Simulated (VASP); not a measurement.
# GaAs (I-4m2) in VASP: a series of runs

The runs below take GaAs through single point, with PBE.

Program: VASP 6.6.1. These are calculated values, not measurements. Logs are shortened: lines on timing, memory, paths and dates and some standing lists are left out, and cuts for length are marked.

**1. The cell of the first run**

It takes space group I-4m2 (No. 119, tetragonal). The conventional cell has a = 4.007 Å, b = 4.007 Å, c = 5.525 Å, α = 90.00°, β = 90.00°, γ = 90.00°. Within 3.2 Å of Ga (site symmetry -4m2) lie 4 As at 2.43 Å. Within 3.2 Å of As (site symmetry -4m2) lie 4 Ga at 2.43 Å.

**2. Single point, PBE (uniaxial z strain -2.5%)**

The input, INCAR:

```
PREC = Accurate ; ENCUT = 600
EDIFF = 1E-6 ; ISMEAR = -1
SIGMA = 0.02 ; LREAL = F
LASPH = T ; NELM = 120
ALGO = Normal ; ISIF = 2
LWAVE = F ; LCHARG = F
GGA = PE ; NBANDS = 21
GGA_COMPAT = F
```

The input, KPOINTS:

```
Automatic mesh
0
Gamma
  8 8 8
```

The input, POSCAR:

```
GaAs
1.0
    0.0000000000      2.8330850941      2.7622579668
    2.8330850941      0.0000000000      2.7622579668
    2.8330850941      2.8330850941      0.0000000000
Ga As
1 1
Direct
    0.0000000000      0.0000000000      0.0000000000
    0.2500000000      0.2500000000      0.2500000000
```

Potentials or basis: VASP PAW PBE potentials, release 64 (Ga_d, As_d).

Run with:

```sh
$ cat potpaw_PBE.64/Ga_d/POTCAR potpaw_PBE.64/As_d/POTCAR > POTCAR
$ mpirun -np 1 vasp_std > vasp.out
```

OUTCAR:

```text
PREC = Accurate
   ENCUT = 600
   EDIFF = 1E-6
   ISMEAR = -1
   LREAL = F
   LASPH = T
   NELM = 120
   ISIF = 2
   GGA = PE

 ion  position               nearest neighbor table
   1  0.000  0.000  0.000-   2 2.43   2 2.43   2 2.43   2 2.43
   2  0.250  0.250  0.250-   1 2.43   1 2.43   1 2.43   1 2.43

  LATTYP: Found a body centered tetragonal cell.
 ALAT       =     4.0065873634
 C/A-ratio  =     1.3788582233

  Lattice vectors:

 A1 = (   0.0000000000,  -2.8330850941,  -2.7622579668)
 A2 = (   0.0000000000,   2.8330850941,  -2.7622579668)
 A3 = (   2.8330850941,   0.0000000000,   2.7622579668)

Analysis of symmetry for initial positions (statically):
=====================================================================
 Subroutine PRICEL returns:
 Original cell was already a primitive cell.

 Routine SETGRP: Setting up the symmetry group for a
 body centered tetragonal supercell.

 Subroutine GETGRP returns: Found  8 space group operations
 (whereof  8 operations were pure point group operations)
 out of a pool of 16 trial point group operations.

The static configuration has the point symmetry D_2d.

Analysis of symmetry for dynamics (positions and initial velocities):
=====================================================================
 Subroutine PRICEL returns:
 Original cell was already a primitive cell.

 Routine SETGRP: Setting up the symmetry group for a
 body centered tetragonal supercell.

 Subroutine GETGRP returns: Found  8 space group operations
 (whereof  8 operations were pure point group operations)
 out of a pool of 16 trial point group operations.

The dynamic configuration has the point symmetry D_2d.

 Subroutine INISYM returns: Found  8 space group operations
 (whereof  8 operations are pure point group operations),
 and found     1 'primitive' translations

----------------------------------------------------------------------------------------

                                     Primitive cell

  volume of cell :      44.3418

  direct lattice vectors                    reciprocal lattice vectors
     0.000000000  2.833085094  2.762257967    -0.176486051  0.176486051  0.181011334
     2.833085094  0.000000000  2.762257967     0.176486051 -0.176486051  0.181011334
     2.833085094  2.833085094  0.000000000     0.176486051  0.176486051 -0.181011334

[... 71 lines left out ...]
   NGX,Y,Z   is equivalent  to a cutoff of  13.44, 13.44, 13.28 a.u.
   NGXF,Y,Z  is equivalent  to a cutoff of  26.89, 26.89, 26.56 a.u.
 SYSTEM =  unknown system
   PREC   = accura    normal or accurate (medium, high low for compatibility)
   ISTART =      0    job   : 0-new  1-cont  2-samecut
   ICHARG =      2    charge: 1-file 2-atom 10-const
   ISPIN  =      1    spin polarized calculation?
   LNONCOLLINEAR =      F non collinear calculations
   LSORBIT =      F    spin-orbit coupling
   LASPH  =      T    aspherical Exc in radial PAW
   ENCUT  =  600.0 eV  44.10 Ry    6.64 a.u.   7.90  7.90  8.00*2*pi/ulx,y,z
   NELM   =    120;   NELMIN=  2; NELMDL= -5     # of ELM steps
   EDIFF  = 0.1E-05   stopping-criterion for ELM
   LREAL  =      F    real-space projection
   EDIFFG = 0.1E-04   stopping-criterion for IOM
   NSW    =      0    number of steps for IOM
   IBRION =     -1    ionic relax: 0-MD 1-quasi-New 2-CG
   NFREE  =      0    steps in history (QN), initial steepest desc. (CG)
   ISIF   =      2    stress and relaxation
   ISYM   =      2    0-nonsym 1-usesym 2-fastsym
   POTIM  = 0.5000    time-step for ionic-motion
   TEBEG  =    0.0;   TEEND  =   0.0 temperature during run
   PSTRESS=    0.0 pullay stress
   NELECT =      28.0000    total number of electrons
   NUPDOWN=      -1.0000    fix difference up-down
   EMIN   =  10.00;   EMAX   =-10.00  energy-range for DOS
   EFERMI =   0.00;   METHOD = LEGACY
   ISMEAR =    -1;   SIGMA  =   0.02  broadening in eV -4-tet -1-fermi 0-gaus
   EFERMI_NEDOS =   21; number of points for ismear=-14 and -15
   IALGO  =     38    algorithm
   IMIX   =      4    mixing-type and parameters
     AMIX     =   0.40;   BMIX     =  1.00
     AMIX_MAG =   1.60;   BMIX_MAG =  1.00
  volume/ion in A,a.u.               =      22.17       149.62
  Fermi-wavevector in a.u.,A,eV,Ry     =   1.404504  2.654128 26.839285  1.972632
  Thomas-Fermi vector in A             =   2.527059
   LORBIT       =      0    0 simple, 1 ext, 2 COOP (PROOUT), +10 PAW based schemes
   GGA     = PE    functional components
   LHFCALC =     F    Hartree Fock is set to
   AEXX    =    0.0000 exact exchange contribution
   IVDW    =     0    specifies the selected vdW correction
   LEPSILON=     F    determine dielectric tensor
   LRPA    =     F    only Hartree local field effects (RPA)
 non-spin polarized calculation
  energy-cutoff  :      600.00
  volume of cell :       44.34
 maximum number of plane-waves:      1500
   NGX = 15   NGY = 15   NGZ = 17

 number of electron      28.0000002 magnetization

 Free energy of the ion-electron system (eV)
  ---------------------------------------------------
  ext. energy  EPLUGINS =         0.00000000
  ---------------------------------------------------
  free energy    TOTEN  =        -8.23642201 eV

  energy without entropy =       -8.23642200  energy(sigma->0) =       -8.23642201

 E-fermi :   3.6683     XC(G=0): -10.0082

 val. band max:        3.3883351562   @ k =   0.0000   0.0000   0.0000
 cond. band min:       3.9482764078   @ k =   0.0000   0.0000   0.0000
 fundamental gap:      0.5599412516
 Fermi energy:         3.6682981512

 k-point     1 :       0.0000    0.0000    0.0000
  band No.  band energies     occupation
      1     -31.8556      2.00000
      2     -31.8532      2.00000
      3     -31.8532      2.00000
      4     -31.8445      2.00000
      5     -31.8417      2.00000
      6     -11.5437      2.00000
[... 565 lines left out ...]
     20      13.5452      0.00000
     21      14.4301      0.00000

 [... further k-points ...]
[... 5 lines left out ...]
  --------------------------------------------------------------------------------------
  -------------------------------------------------------------------------------------
  Total        1.1587038      1.1587038      1.5518280      0.0000000     -0.0000000     -0.0000000
  in kB       41.8667773     41.8667773     56.0713109      0.0000000     -0.0000000     -0.0000000
  external PRESSURE =      46.6016219 kB  Pullay stress =       0.0000000 kB

 VOLUME and BASIS-vectors are now :
 -----------------------------------------------------------------------------
  energy-cutoff  :      600.00
  volume of cell :       44.34
      direct lattice vectors                 reciprocal lattice vectors
     0.000000000  2.833085094  2.762257967    -0.176486051  0.176486051  0.181011334
     2.833085094  0.000000000  2.762257967     0.176486051 -0.176486051  0.181011334
     2.833085094  2.833085094  0.000000000     0.176486051  0.176486051 -0.181011334

 POSITION                                       TOTAL-FORCE (eV/Angst)
 -----------------------------------------------------------------------------------
      0.00000      0.00000      0.00000        -0.000000     -0.000000      0.000000
      1.41654      1.41654      1.38113         0.000000      0.000000     -0.000000
 -----------------------------------------------------------------------------------
    total drift:                                0.000002      0.000002     -0.000002

  FREE ENERGIE OF THE ION-ELECTRON SYSTEM (eV)
  ---------------------------------------------------
  free  energy   TOTEN  =        -8.2364220064 eV

  energy  without entropy=       -8.2364220044  energy(sigma->0) =       -8.23642201
```

OSZICAR:

```text
N       E                     dE             d eps       ncg     rms          rms(c)
DAV:   1     0.188315366511E+03    0.18832E+03   -0.14472E+04  3112   0.581E+03
DAV:   2     0.196523858019E+02   -0.16866E+03   -0.16152E+03  2518   0.813E+02
DAV:   3    -0.719738779508E+01   -0.26850E+02   -0.26557E+02  2788   0.147E+02
DAV:   4    -0.838160644051E+01   -0.11842E+01   -0.11832E+01  2822   0.343E+01
DAV:   5    -0.840480379835E+01   -0.23197E-01   -0.23196E-01  2833   0.553E+00    0.338E+00
DAV:   6    -0.825829443348E+01    0.14651E+00   -0.25258E-01  3462   0.792E+00    0.201E+00
DAV:   7    -0.823491572455E+01    0.23379E-01   -0.87153E-02  3164   0.206E+00    0.615E-01
DAV:   8    -0.823587883145E+01   -0.96311E-03   -0.14302E-02  3180   0.181E+00    0.113E-01
DAV:   9    -0.823633084891E+01   -0.45202E-03   -0.14972E-03  2733   0.543E-01    0.521E-02
DAV:  10    -0.823637747968E+01   -0.46631E-04   -0.16411E-04  2980   0.137E-01    0.232E-02
DAV:  11    -0.823642185428E+01   -0.44375E-04   -0.69830E-05  3053   0.751E-02    0.610E-03
DAV:  12    -0.823642200640E+01   -0.15212E-06   -0.49537E-06  2986   0.303E-02
   1 F= -.82364220E+01 E0= -.82364220E+01  d E =-.195404E-08
```

Wall time 32 s (1 thread of Intel Xeon Platinum 8375C at 2.90GHz (Ice Lake), shared host); peak memory 0.22 GiB.

What came out:

* Free energy: -8.2364 eV
* Pressure: 4.7 GPa
* Band gap on the k mesh: 0.56 eV, direct

Caveat: the cell differs from its parent crystal (uniaxial z strain -2.5%). A k mesh can miss the band edges.

**3. Single point, PBE (epitaxial xy strain -1.5%)**

The input, INCAR:

```
ALGO     = Normal         # electronic algorithm
EDIFF    = 1E-6           # SCF threshold, eV
ENCUT    = 600            # plane-wave cutoff, eV
GGA      = PE             # functional
GGA_COMPAT= F            
ISIF     = 2              # what is computed and relaxed
ISMEAR   = -1             # smearing method
LASPH    = T              # aspherical terms in the spheres
LCHARG   = F              # write CHGCAR
LREAL    = F              # projectors in reciprocal space
LWAVE    = F              # write WAVECAR
NBANDS   = 21             # bands
NELM     = 120            # most SCF steps
PREC     = Accurate       # precision mode
SIGMA    = 0.02           # smearing width, eV
```

The input, KPOINTS:

```
k-points
0
Gamma
  8 8 8
```

The input, POSCAR:

```
GaAs
1.0
    0.0000000000      2.7905888177      2.8692094531
    2.7905888177      0.0000000000      2.8692094531
    2.7905888177      2.7905888177      0.0000000000
Ga As
1 1
Direct
    0.0000000000      0.0000000000      0.0000000000
    0.2500000000      0.2500000000      0.2500000000
```

Potentials or basis: VASP PAW PBE potentials, release 64 (Ga_d, As_d).

Run with:

```sh
$ cat potpaw_PBE.64/Ga_d/POTCAR potpaw_PBE.64/As_d/POTCAR > POTCAR
$ mpirun -np 1 vasp_std > vasp.out
```

OUTCAR:

```text
EDIFF = 1E-6
   ENCUT = 600
   GGA = PE
   ISIF = 2
   ISMEAR = -1
   LASPH = T
   LREAL = F
   NELM = 120
   PREC = Accurate

 ion  position               nearest neighbor table
   1  0.000  0.000  0.000-   2 2.44   2 2.44   2 2.44   2 2.44
   2  0.250  0.250  0.250-   1 2.44   1 2.44   1 2.44   1 2.44

  LATTYP: Found a body centered tetragonal cell.
 ALAT       =     3.9464885530
 C/A-ratio  =     1.4540568987

  Lattice vectors:

 A1 = (  -2.7905888177,   0.0000000000,   2.8692094531)
[... 187 lines left out ...]
      3     -31.9108      2.00000
      4     -31.9036      2.00000
      5     -31.9003      2.00000
      6     -11.5997      2.00000
[... 565 lines left out ...]
     20      13.5018      0.00000
     21      14.3873      0.00000

 [... further k-points ...]
[... 5 lines left out ...]
  --------------------------------------------------------------------------------------
  -------------------------------------------------------------------------------------
  Total        1.2863892      1.2863892      0.8008256      0.0000000      0.0000000     -0.0000000
  in kB       46.1210334     46.1210334     28.7120737      0.0000000      0.0000000     -0.0000000
  external PRESSURE =      40.3180469 kB  Pullay stress =       0.0000000 kB

 VOLUME and BASIS-vectors are now :
 -----------------------------------------------------------------------------
  energy-cutoff  :      600.00
  volume of cell :       44.69
      direct lattice vectors                 reciprocal lattice vectors
     0.000000000  2.790588818  2.869209453    -0.179173656  0.179173656  0.174264029
     2.790588818  0.000000000  2.869209453     0.179173656 -0.179173656  0.174264029
     2.790588818  2.790588818  0.000000000     0.179173656  0.179173656 -0.174264029

 POSITION                                       TOTAL-FORCE (eV/Angst)
 -----------------------------------------------------------------------------------
      0.00000      0.00000      0.00000         0.000000      0.000000      0.000000
      1.39529      1.39529      1.43460        -0.000000     -0.000000      0.000000
 -----------------------------------------------------------------------------------
    total drift:                                0.000000      0.000000      0.000001

  FREE ENERGIE OF THE ION-ELECTRON SYSTEM (eV)
  ---------------------------------------------------
  free  energy   TOTEN  =        -8.2451313294 eV

  energy  without entropy=       -8.2451313248  energy(sigma->0) =       -8.24513133
```

OSZICAR:

```text
N       E                     dE             d eps       ncg     rms          rms(c)
DAV:   1     0.188886169473E+03    0.18889E+03   -0.14414E+04  3074   0.583E+03
DAV:   2     0.195775778009E+02   -0.16931E+03   -0.16212E+03  2556   0.818E+02
DAV:   3    -0.715951514348E+01   -0.26737E+02   -0.26470E+02  2733   0.148E+02
DAV:   4    -0.838695983221E+01   -0.12274E+01   -0.12262E+01  2874   0.347E+01
DAV:   5    -0.841181835974E+01   -0.24859E-01   -0.24858E-01  2797   0.564E+00    0.335E+00
DAV:   6    -0.826643234341E+01    0.14539E+00   -0.25398E-01  3515   0.788E+00    0.199E+00
DAV:   7    -0.824362802541E+01    0.22804E-01   -0.86365E-02  3089   0.205E+00    0.615E-01
DAV:   8    -0.824459099909E+01   -0.96297E-03   -0.14099E-02  3247   0.180E+00    0.111E-01
DAV:   9    -0.824503885836E+01   -0.44786E-03   -0.14873E-03  2748   0.548E-01    0.519E-02
DAV:  10    -0.824508616353E+01   -0.47305E-04   -0.16499E-04  2998   0.136E-01    0.230E-02
DAV:  11    -0.824513110387E+01   -0.44940E-04   -0.70137E-05  3082   0.740E-02    0.591E-03
DAV:  12    -0.824513132941E+01   -0.22554E-06   -0.49472E-06  2975   0.295E-02
   1 F= -.82451313E+01 E0= -.82451313E+01  d E =-.463961E-08
```

Run time: 36 s. Hardware: 1 thread of Intel Xeon Platinum 8175M at 2.50GHz (Skylake/Cascade Lake), shared host; peak memory 0.22 GiB.

Results:

```yaml
Free_energy: -8.2451 eV
Pressure: 4.0 GPa
Band_gap_on_the_k_mesh: 0.54 eV, direct
```

Caveat: the cell differs from its parent crystal (epitaxial xy strain -1.5%).
